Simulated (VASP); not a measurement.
# BeTe (F-43m) in VASP: a series of runs, part 2 of 3

VASP 6.6.1. The steps go on from the part before.

## 3. Single point, PBE+D3(BJ)

This run uses another cell than the first one, of 22.70 Å³/atom, 1.014 times its volume.

Contents of INCAR:

```
ALGO = Normal
EDIFF = 1E-6
ENCUT = 600
GGA = PE
GGA_COMPAT = F
ISIF = 2
ISMEAR = 0
IVDW = 12
LASPH = T
LCHARG = F
LREAL = F
LWAVE = F
NBANDS = 11
NELM = 120
PREC = Accurate
SIGMA = 0.1
```

Contents of KPOINTS:

```
k-points
0
Gamma
  4 4 4
```

Contents of POSCAR:

```
BeTe
1.0
    0.0000000000      2.8314587876      2.8314587876
    2.8314587876      0.0000000000      2.8314587876
    2.8314587876      2.8314587876      0.0000000000
Be Te
1 1
Direct
    0.0000000000      0.0000000000      0.0000000000
    0.7500000000      0.7500000000      0.7500000000
```

Potentials or basis: VASP PAW PBE potentials, release 64 (Be, Te).

On the command line:

```sh
> cat potpaw_PBE.64/Be/POTCAR potpaw_PBE.64/Te/POTCAR > POTCAR
> mpirun -np 1 vasp_std > vasp.out
```

OUTCAR:

```text
EDIFF = 1E-6
   ENCUT = 600
   GGA = PE
   ISIF = 2
   ISMEAR = 0
   IVDW = 12
   LASPH = T
   LREAL = F
   NELM = 120
   PREC = Accurate
 IVDW          = 12

 ion  position               nearest neighbor table
   1  0.000  0.000  0.000-   2 2.45   2 2.45   2 2.45   2 2.45
   2  0.750  0.750  0.750-   1 2.45   1 2.45   1 2.45   1 2.45

  LATTYP: Found a face centered cubic cell.
 ALAT       =     5.6629175752

  Lattice vectors:

 A1 = (   0.0000000000,   2.8314587876,   2.8314587876)
 A2 = (   2.8314587876,   0.0000000000,   2.8314587876)
 A3 = (   2.8314587876,   2.8314587876,   0.0000000000)

Analysis of symmetry for initial positions (statically):
=====================================================================
 Subroutine PRICEL returns:
 Original cell was already a primitive cell.

 Routine SETGRP: Setting up the symmetry group for a
 face centered cubic supercell.

 Subroutine GETGRP returns: Found 24 space group operations
 (whereof 24 operations were pure point group operations)
 out of a pool of 48 trial point group operations.

The static configuration has the point symmetry T_d .

Analysis of symmetry for dynamics (positions and initial velocities):
=====================================================================
 Subroutine PRICEL returns:
 Original cell was already a primitive cell.

 Routine SETGRP: Setting up the symmetry group for a
 face centered cubic supercell.

 Subroutine GETGRP returns: Found 24 space group operations
 (whereof 24 operations were pure point group operations)
 out of a pool of 48 trial point group operations.

The dynamic configuration has the point symmetry T_d .

 Subroutine INISYM returns: Found 24 space group operations
 (whereof 24 operations are pure point group operations),
 and found     1 'primitive' translations

----------------------------------------------------------------------------------------

                                     Primitive cell

  volume of cell :      45.4005

  direct lattice vectors                    reciprocal lattice vectors
     0.000000000  2.831458788  2.831458788    -0.176587419  0.176587419  0.176587419
     2.831458788  0.000000000  2.831458788     0.176587419 -0.176587419  0.176587419
     2.831458788  2.831458788  0.000000000     0.176587419  0.176587419 -0.176587419

  length of vectors
     4.004287419  4.004287419  4.004287419     0.305858382  0.305858382  0.305858382

  position of ions in fractional coordinates (direct lattice)
     0.000000000  0.000000000  0.000000000
     0.750000000  0.750000000  0.750000000

  ion indices of the primitive-cell ions
   primitive index   ion index
                 1           1
                 2           2

----------------------------------------------------------------------------------------

 KPOINTS: k-points

Automatic generation of k-mesh.
 Grid dimensions read from file:
 generate k-points for:    4    4    4

 Generating k-lattice:

  Cartesian coordinates                     Fractional coordinates (reciprocal lattice)
    -0.044146855  0.044146855  0.044146855     0.250000000  0.000000000  0.000000000
     0.044146855 -0.044146855  0.044146855     0.000000000  0.250000000  0.000000000
     0.044146855  0.044146855 -0.044146855     0.000000000  0.000000000  0.250000000

  Length of vectors
     0.076464596  0.076464596  0.076464596

  Shift w.r.t. Gamma in fractional coordinates (k-lattice)
     0.000000000  0.000000000  0.000000000

 Subroutine IBZKPT returns following result:
 ===========================================

 Found      8 irreducible k-points:

 Following reciprocal coordinates:
            Coordinates               Weight
  0.000000  0.000000  0.000000      1.000000
  0.250000  0.000000  0.000000      8.000000
  0.500000  0.000000  0.000000      4.000000
  0.250000  0.250000  0.000000      6.000000
  0.500000  0.250000  0.000000     24.000000
 -0.250000  0.250000  0.000000     12.000000
  0.500000  0.500000  0.000000      3.000000
 -0.250000  0.500000  0.250000      6.000000
   k-points           NKPTS =      8   k-points in BZ     NKDIM =      8   number of bands    NBANDS=     11
   number of dos      NEDOS =    301   number of ions     NIONS =      2
   total plane-waves  NPLWV =  32768
   dimension x,y,z NGX =    32 NGY =   32 NGZ =   32
   dimension x,y,z NGXF=    64 NGYF=   64 NGZF=   64
   ions per type =               1   1
   NGX,Y,Z   is equivalent  to a cutoff of  13.29, 13.29, 13.29 a.u.
   NGXF,Y,Z  is equivalent  to a cutoff of  26.57, 26.57, 26.57 a.u.
 SYSTEM =  unknown system
   PREC   = accura    normal or accurate (medium, high low for compatibility)
   ISTART =      0    job   : 0-new  1-cont  2-samecut
   ICHARG =      2    charge: 1-file 2-atom 10-const
   ISPIN  =      1    spin polarized calculation?
   LNONCOLLINEAR =      F non collinear calculations
   LSORBIT =      F    spin-orbit coupling
   LASPH  =      T    aspherical Exc in radial PAW
   ENCUT  =  600.0 eV  44.10 Ry    6.64 a.u.   8.00  8.00  8.00*2*pi/ulx,y,z
   NELM   =    120;   NELMIN=  2; NELMDL= -5     # of ELM steps
   EDIFF  = 0.1E-05   stopping-criterion for ELM
   LREAL  =      F    real-space projection
   EDIFFG = 0.1E-04   stopping-criterion for IOM
   NSW    =      0    number of steps for IOM
   IBRION =     -1    ionic relax: 0-MD 1-quasi-New 2-CG
   NFREE  =      0    steps in history (QN), initial steepest desc. (CG)
   ISIF   =      2    stress and relaxation
   ISYM   =      2    0-nonsym 1-usesym 2-fastsym
   POTIM  = 0.5000    time-step for ionic-motion
   TEBEG  =    0.0;   TEEND  =   0.0 temperature during run
   PSTRESS=    0.0 pullay stress
   NELECT =       8.0000    total number of electrons
   NUPDOWN=      -1.0000    fix difference up-down
   EMIN   =  10.00;   EMAX   =-10.00  energy-range for DOS
   EFERMI =   0.00;   METHOD = LEGACY
   ISMEAR =     0;   SIGMA  =   0.10  broadening in eV -4-tet -1-fermi 0-gaus
   EFERMI_NEDOS =   21; number of points for ismear=-14 and -15
   IALGO  =     38    algorithm
   IMIX   =      4    mixing-type and parameters
     AMIX     =   0.40;   BMIX     =  1.00
     AMIX_MAG =   1.60;   BMIX_MAG =  1.00
  volume/ion in A,a.u.               =      22.70       153.19
  Fermi-wavevector in a.u.,A,eV,Ry     =   0.917807  1.734403 11.461129  0.842369
  Thomas-Fermi vector in A             =   2.042817
   LORBIT       =      0    0 simple, 1 ext, 2 COOP (PROOUT), +10 PAW based schemes
   GGA     = PE    functional components
   LHFCALC =     F    Hartree Fock is set to
   AEXX    =    0.0000 exact exchange contribution
   IVDW    =    12    specifies the selected vdW correction
   LEPSILON=     F    determine dielectric tensor
   LRPA    =     F    only Hartree local field effects (RPA)
 non-spin polarized calculation
 Gauss-broadening in eV      SIGMA  =   0.10
  energy-cutoff  :      600.00
  volume of cell :       45.40
 maximum number of plane-waves:      1540
   NGX = 15   NGY = 15   NGZ = 15

 number of electron       8.0000000 magnetization

 Free energy of the ion-electron system (eV)
  ---------------------------------------------------
  ext. energy  EPLUGINS =         0.00000000
  ---------------------------------------------------
  free energy    TOTEN  =        -7.54782563 eV

  energy without entropy =       -7.54782563  energy(sigma->0) =       -7.54782563

 E-fermi :   5.4211     XC(G=0):  -8.9773

 val. band max:        4.9359482380   @ k =   0.0000   0.0000   0.0000
 cond. band min:       6.9398462726   @ k =   0.5000   0.5000   0.0000
 fundamental gap:      2.0038980346
 Fermi energy:         5.4211191502

 k-point     1 :       0.0000    0.0000    0.0000
  band No.  band energies     occupation
      1      -7.2521      2.00000
      2       4.9359      2.00000
      3       4.9359      2.00000
      4       4.9359      2.00000
      5       8.5465      0.00000
      6       8.5465      0.00000
      7       8.5465      0.00000
      8       8.6365      0.00000
      9      13.2227      0.00000
     10      15.1358      0.00000
     11      15.1358      0.00000
[... 85 lines left out ...]
 k-point     8 :      -0.2500    0.5000    0.2500
  band No.  band energies     occupation
      1      -5.4359      2.00000
      2       0.4144      2.00000
      3       1.3237      2.00000
      4       1.8013      2.00000
      5      10.2083      0.00000
      6      10.4457      0.00000
      7      10.4854      0.00000
      8      11.0392      0.00000
      9      15.7312      0.00000
     10      16.5241      0.00000
     11      17.6772      0.00000

------------------------ aborting loop because EDIFF is reached ----------------------------------------

 Edisp (eV)   -0.66510

 E8    (eV) :    -0.2832

  FORCE on cell =-STRESS in cart. coord.  units (eV):
  Direction    XX          YY          ZZ          XY          YZ          ZX
  --------------------------------------------------------------------------------------
  -------------------------------------------------------------------------------------
  Total      -0.54198    -0.54198    -0.54198    -0.00000    -0.00000    -0.00000
  in kB     -19.12647   -19.12647   -19.12647    -0.00000    -0.00000    -0.00000
  external pressure =      -19.13 kB  Pullay stress =        0.00 kB

 VOLUME and BASIS-vectors are now :
 -----------------------------------------------------------------------------
  energy-cutoff  :      600.00
  volume of cell :       45.40
      direct lattice vectors                 reciprocal lattice vectors
     0.000000000  2.831458788  2.831458788    -0.176587419  0.176587419  0.176587419
     2.831458788  0.000000000  2.831458788     0.176587419 -0.176587419  0.176587419
     2.831458788  2.831458788  0.000000000     0.176587419  0.176587419 -0.176587419

 POSITION                                       TOTAL-FORCE (eV/Angst)
 -----------------------------------------------------------------------------------
      0.00000      0.00000      0.00000         0.000000      0.000000      0.000000
      4.24719      4.24719      4.24719        -0.000000     -0.000000     -0.000000
 -----------------------------------------------------------------------------------
    total drift:                               -0.000000     -0.000000     -0.000000

  FREE ENERGIE OF THE ION-ELECTRON SYSTEM (eV)
  ---------------------------------------------------
  free  energy   TOTEN  =        -8.2129262948 eV

  energy  without entropy=       -8.2129262948  energy(sigma->0) =       -8.21292629
```

stdout:

```text
POSCAR found type information on POSCAR BeTe
 POSCAR found :  2 types and       2 ions
 scaLAPACK will be used
 LDA part: xc-table for (Slater+PW92), standard interpolation
 POSCAR, INCAR and KPOINTS ok, starting setup
 FFT: planning ... GRIDC
 FFT: planning ... GRID_SOFT
 FFT: planning ... GRID
 WAVECAR not read
 entering main loop
```

Wall time 4.8 s (1 thread of Intel Xeon Platinum 8375C at 2.90GHz (Ice Lake), shared host); peak memory 0.18 GiB.

What came out:

* Free energy: -8.2129 eV
* Pressure: -1.9 GPa
* Band gap on the k mesh: 2.00 eV, indirect (least direct gap 3.61 eV)
* Dispersion energy per atom: -0.333 eV

Caveat: the k points lie up to 0.48 Å⁻¹ apart; spin-orbit coupling is left out, which moves the levels of the heavy elements. As with any semilocal functional, this PBE gap is likely too small.

(Part 2 of 3 ends here.)
